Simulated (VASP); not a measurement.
# Zr3Sn (I4/mmm) in VASP: a series of runs

The runs below take Zr3Sn through single point, with LDA.

Program: VASP 6.6.1. These are calculated values, not measurements. Logs are shortened: lines on timing, memory, paths and dates and some standing lists are left out, and cuts for length are marked.

### 1 The cell of the first run

It takes space group I4/mmm (No. 139, tetragonal). The conventional cell has a = 4.353 Å, b = 4.353 Å, c = 9.539 Å, α = 90.00°, β = 90.00°, γ = 90.00°. Zr (site symmetry 4/mmm) has 4 Sn at 3.08 Å and 8 Zr at 3.23 Å within 4.1 Å. Within 4.1 Å of Zr (site symmetry -4m2) lie 8 Zr at 3.08 to 3.23 Å and 4 Sn at 3.23 Å. Sn (site symmetry 4/mmm) has 12 Zr at 3.08 to 3.23 Å within 4.1 Å.

### 2 Single point, LDA

INCAR

```
ALGO = Normal
EDIFF = 1E-6
ENCUT = 520
ISIF = 2
ISMEAR = -1
LASPH = True
LCHARG = False
LREAL = False
LWAVE = False
NBANDS = 33
NELM = 80
PREC = Accurate
SIGMA = 0.1
```

KPOINTS

```
k-points
0
Gamma
  9 9 9
```

POSCAR

```
Zr3Sn
1.0
   -2.1766510000      2.1766510000      4.7696450000
    2.1766510000     -2.1766510000      4.7696450000
    2.1766510000      2.1766510000     -4.7696450000
Zr Sn
3 1
Direct
    0.5000000000      0.5000000000      0.0000000000
    0.2500000000      0.7500000000      0.5000000000
    0.7500000000      0.2500000000      0.5000000000
    0.0000000000      0.0000000000      0.0000000000
```

Potentials or basis: VASP PAW LDA potentials, release 64 (Zr_sv, Sn_d).

Started as:

```console
$ cat potpaw_LDA.64/Zr_sv/POTCAR potpaw_LDA.64/Sn_d/POTCAR > POTCAR
$ mpirun -np 1 vasp_std > vasp.out
```

OUTCAR:

```text
EDIFF = 1E-6
   ENCUT = 520
   ISIF = 2
   ISMEAR = -1
   LASPH = True
   LREAL = False
   NELM = 80
   PREC = Accurate

 ion  position               nearest neighbor table
   1  0.500  0.500  0.000-   4 3.08   4 3.08   4 3.08   4 3.08   3 3.23   2 3.23   3 3.23   2 3.23
                             2 3.23   2 3.23   3 3.23   3 3.23
   2  0.250  0.750  0.500-   3 3.08   3 3.08   3 3.08   3 3.08   4 3.23   1 3.23   4 3.23   1 3.23
                             4 3.23   4 3.23   1 3.23   1 3.23
   3  0.750  0.250  0.500-   2 3.08   2 3.08   2 3.08   2 3.08   4 3.23   1 3.23   4 3.23   1 3.23
                             1 3.23   1 3.23   4 3.23   4 3.23
   4  0.000  0.000  0.000-   1 3.08   1 3.08   1 3.08   1 3.08   3 3.23   2 3.23   3 3.23   2 3.23
                             3 3.23   3 3.23   2 3.23   2 3.23

  LATTYP: Found a body centered tetragonal cell.
 ALAT       =     4.3533020000
 C/A-ratio  =     2.1912768744

  Lattice vectors:

 A1 = (  -2.1766510000,   2.1766510000,   4.7696450000)
 A2 = (   2.1766510000,  -2.1766510000,   4.7696450000)
 A3 = (   2.1766510000,   2.1766510000,  -4.7696450000)

Analysis of symmetry for initial positions (statically):
=====================================================================
 Subroutine PRICEL returns:
 Original cell was already a primitive cell.

 Routine SETGRP: Setting up the symmetry group for a
 body centered tetragonal supercell.

 Subroutine GETGRP returns: Found 16 space group operations
 (whereof 16 operations were pure point group operations)
 out of a pool of 16 trial point group operations.

The static configuration has the point symmetry D_4h.

Analysis of symmetry for dynamics (positions and initial velocities):
=====================================================================
 Subroutine PRICEL returns:
 Original cell was already a primitive cell.

 Routine SETGRP: Setting up the symmetry group for a
 body centered tetragonal supercell.

 Subroutine GETGRP returns: Found 16 space group operations
 (whereof 16 operations were pure point group operations)
 out of a pool of 16 trial point group operations.

The dynamic configuration has the point symmetry D_4h.

 Subroutine INISYM returns: Found 16 space group operations
 (whereof 16 operations are pure point group operations),
 and found     1 'primitive' translations

----------------------------------------------------------------------------------------

                                     Primitive cell

  volume of cell :      90.3907

  direct lattice vectors                    reciprocal lattice vectors
    -2.176651000  2.176651000  4.769645000     0.000000000  0.229710689  0.104829605
     2.176651000 -2.176651000  4.769645000     0.229710689  0.000000000  0.104829605
     2.176651000  2.176651000 -4.769645000     0.229710689  0.229710689  0.000000000

  length of vectors
     5.676718469  5.676718469  5.676718469     0.252499993  0.252499993  0.324859971

  position of ions in fractional coordinates (direct lattice)
     0.500000000  0.500000000  0.000000000
     0.250000000  0.750000000  0.500000000
     0.750000000  0.250000000  0.500000000
     0.000000000  0.000000000  0.000000000

  ion indices of the primitive-cell ions
   primitive index   ion index
                 1           1
                 2           2
                 3           3
                 4           4

----------------------------------------------------------------------------------------

 KPOINTS: k-points

Automatic generation of k-mesh.
 Grid dimensions read from file:
 generate k-points for:    9    9    9

 Generating k-lattice:

  Cartesian coordinates                     Fractional coordinates (reciprocal lattice)
     0.000000000  0.025523410  0.011647734     0.111111111  0.000000000  0.000000000
     0.025523410  0.000000000  0.011647734     0.000000000  0.111111111  0.000000000
     0.025523410  0.025523410  0.000000000     0.000000000  0.000000000  0.111111111

  Length of vectors
     0.028055555  0.028055555  0.036095552

  Shift w.r.t. Gamma in fractional coordinates (k-lattice)
     0.000000000  0.000000000  0.000000000

 Subroutine IBZKPT returns following result:
 ===========================================

 Found     75 irreducible k-points:

 Following reciprocal coordinates:
            Coordinates               Weight
  0.000000  0.000000  0.000000      1.000000
  0.111111  0.000000  0.000000      8.000000
  0.222222 -0.000000  0.000000      8.000000
  0.333333  0.000000  0.000000      8.000000
  0.444444 -0.000000  0.000000      8.000000
  0.111111  0.111111  0.000000      8.000000
[... 16 lines left out ...]
 -0.333333  0.333333  0.000000      4.000000
  0.444444  0.444444  0.000000      8.000000
 [... further k-points ...]
   k-points           NKPTS =     75   k-points in BZ     NKDIM =     75   number of bands    NBANDS=     33
   number of dos      NEDOS =    301   number of ions     NIONS =      4
   total plane-waves  NPLWV =  74088
   dimension x,y,z NGX =    42 NGY =   42 NGZ =   42
   dimension x,y,z NGXF=    84 NGYF=   84 NGZF=   84
   ions per type =               3   1
   NGX,Y,Z   is equivalent  to a cutoff of  12.30, 12.30, 12.30 a.u.
   NGXF,Y,Z  is equivalent  to a cutoff of  24.60, 24.60, 24.60 a.u.
 SYSTEM =  unknown system
   PREC   = accura    normal or accurate (medium, high low for compatibility)
   ISTART =      0    job   : 0-new  1-cont  2-samecut
   ICHARG =      2    charge: 1-file 2-atom 10-const
   ISPIN  =      1    spin polarized calculation?
   LNONCOLLINEAR =      F non collinear calculations
   LSORBIT =      F    spin-orbit coupling
   LASPH  =      T    aspherical Exc in radial PAW
   ENCUT  =  520.0 eV  38.22 Ry    6.18 a.u.  10.55 10.55 10.55*2*pi/ulx,y,z
   NELM   =     80;   NELMIN=  2; NELMDL= -5     # of ELM steps
   EDIFF  = 0.1E-05   stopping-criterion for ELM
   LREAL  =      F    real-space projection
[... 7 lines left out ...]
   TEBEG  =    0.0;   TEEND  =   0.0 temperature during run
   PSTRESS=    0.0 pullay stress
   NELECT =      50.0000    total number of electrons
   NUPDOWN=      -1.0000    fix difference up-down
   EMIN   =  10.00;   EMAX   =-10.00  energy-range for DOS
   EFERMI =   0.00;   METHOD = LEGACY
   ISMEAR =    -1;   SIGMA  =   0.10  broadening in eV -4-tet -1-fermi 0-gaus
   EFERMI_NEDOS =   21; number of points for ismear=-14 and -15
   IALGO  =     38    algorithm
   IMIX   =      4    mixing-type and parameters
     AMIX     =   0.40;   BMIX     =  1.00
     AMIX_MAG =   1.60;   BMIX_MAG =  1.00
  volume/ion in A,a.u.               =      22.60       152.50
  Fermi-wavevector in a.u.,A,eV,Ry     =   1.343869  2.539544 24.571904  1.805984
  Thomas-Fermi vector in A             =   2.471908
   LORBIT       =      0    0 simple, 1 ext, 2 COOP (PROOUT), +10 PAW based schemes
   GGA     = CA    functional components
   LHFCALC =     F    Hartree Fock is set to
   AEXX    =    0.0000 exact exchange contribution
   IVDW    =     0    specifies the selected vdW correction
   LEPSILON=     F    determine dielectric tensor
   LRPA    =     F    only Hartree local field effects (RPA)
 non-spin polarized calculation
  energy-cutoff  :      520.00
  volume of cell :       90.39
 maximum number of plane-waves:      2469
 NGX is ok and might be reduce to    42
   NGX = 21   NGY = 21   NGZ = 21

 number of electron      50.0000004 magnetization

 Free energy of the ion-electron system (eV)
  ---------------------------------------------------
  ext. energy  EPLUGINS =         0.00000000
  ---------------------------------------------------
  free energy    TOTEN  =       -33.89776133 eV

  energy without entropy =      -33.75622439  energy(sigma->0) =      -33.82699286

 E-fermi :   9.3533     XC(G=0): -11.4504

 val. band max:        9.3526486845   @ k =  -0.4444   0.4444   0.4444
 cond. band min:       9.3567764322   @ k =   0.3333   0.3333   0.1111
 fundamental gap:      0.0041277477
 Fermi energy:         9.3532675540

 k-point     1 :       0.0000    0.0000    0.0000
  band No.  band energies     occupation
      1     -39.2313      2.00000
      2     -39.0963      2.00000
      3     -38.9856      2.00000
      4     -17.6857      2.00000
      5     -17.5489      2.00000
      6     -17.5489      2.00000
[... 25 lines left out ...]
     32      12.5561      0.00000
     33      13.2250      0.00000

 k-point     2 :       0.1111    0.0000    0.0000
  band No.  band energies     occupation
      1     -39.2274      2.00000
      2     -39.0955      2.00000
      3     -38.9902      2.00000
      4     -17.6781      2.00000
      5     -17.5517      2.00000
      6     -17.5476      2.00000
[... 25 lines left out ...]
     32      12.3795      0.00000
     33      12.8511      0.00000

 k-point     3 :       0.2222   -0.0000    0.0000
  band No.  band energies     occupation
      1     -39.2172      2.00000
      2     -39.0923      2.00000
      3     -39.0033      2.00000
      4     -17.6520      2.00000
      5     -17.5807      2.00000
      6     -17.5463      2.00000
[... 25 lines left out ...]
     32      12.2508      0.00000
     33      12.9727      0.00000

 k-point     4 :       0.3333    0.0000    0.0000
  band No.  band energies     occupation
      1     -39.2055      2.00000
      2     -39.0840      2.00000
      3     -39.0231      2.00000
      4     -17.6452      2.00000
      5     -17.5653      2.00000
      6     -17.5459      2.00000
[... 673 lines left out ...]
     32      12.2216      0.00000
     33      12.6963      0.00000

 k-point    23 :      -0.3333    0.3333    0.0000
  band No.  band energies     occupation
      1     -39.1974      2.00000
      2     -39.0716      2.00000
      3     -39.0418      2.00000
      4     -17.7404      2.00000
      5     -17.6661      2.00000
      6     -17.5382      2.00000
[... 25 lines left out ...]
     32      12.3728      0.00000
     33      12.5387      0.00000

 k-point    24 :       0.4444    0.4444    0.0000
  band No.  band energies     occupation
      1     -39.1889      2.00000
      2     -39.0627      2.00000
      3     -39.0583      2.00000
      4     -17.7529      2.00000
      5     -17.7113      2.00000
      6     -17.6407      2.00000
[... 25 lines left out ...]
     32      12.1010      0.00000
     33      12.7513      0.00000

 [... further k-points ...]

------------------------ aborting loop because EDIFF is reached ----------------------------------------

  FORCE on cell =-STRESS in cart. coord.  units (eV):
  Direction    XX          YY          ZZ          XY          YZ          ZX
  --------------------------------------------------------------------------------------
  -------------------------------------------------------------------------------------
  Total       -3.6309850     -3.6309850     -3.6658667      0.0000000     -0.0000000      0.0000000
  in kB      -64.3593116    -64.3593116    -64.9775901      0.0000000     -0.0000000      0.0000000
  external PRESSURE =     -64.5654044 kB  Pullay stress =       0.0000000 kB

 VOLUME and BASIS-vectors are now :
 -----------------------------------------------------------------------------
  energy-cutoff  :      520.00
  volume of cell :       90.39
      direct lattice vectors                 reciprocal lattice vectors
    -2.176651000  2.176651000  4.769645000     0.000000000  0.229710689  0.104829605
     2.176651000 -2.176651000  4.769645000     0.229710689  0.000000000  0.104829605
     2.176651000  2.176651000 -4.769645000     0.229710689  0.229710689  0.000000000

 POSITION                                       TOTAL-FORCE (eV/Angst)
 -----------------------------------------------------------------------------------
      0.00000      0.00000      4.76964        -0.000000      0.000000      0.000000
      2.17665     -0.00000      2.38482         0.000000      0.000000      0.000000
     -0.00000      2.17665      2.38482        -0.000000     -0.000000     -0.000000
      0.00000      0.00000      0.00000        -0.000000      0.000000      0.000000
 -----------------------------------------------------------------------------------
    total drift:                               -0.000000     -0.000000      0.000000

  FREE ENERGIE OF THE ION-ELECTRON SYSTEM (eV)
  ---------------------------------------------------
  free  energy   TOTEN  =       -33.8977613303 eV

  energy  without entropy=      -33.7562243875  energy(sigma->0) =      -33.82699286
```

Run time: 7.5 min. Hardware: 1 thread of Intel Xeon 8259CL, shared host; peak memory 0.34 GiB.

What came out:

| Item | Value |
| --- | --- |
| Free energy | -33.8978 eV |
| Pressure | -6.5 GPa |
| Band gap on the k mesh | zero (bands 25 and 26 overlap by 0.78 eV) |

Caveat: the cell stands under tension; spin-orbit coupling is left out, which moves the levels of the heavy elements.

(Part 1 of 2 ends here.)
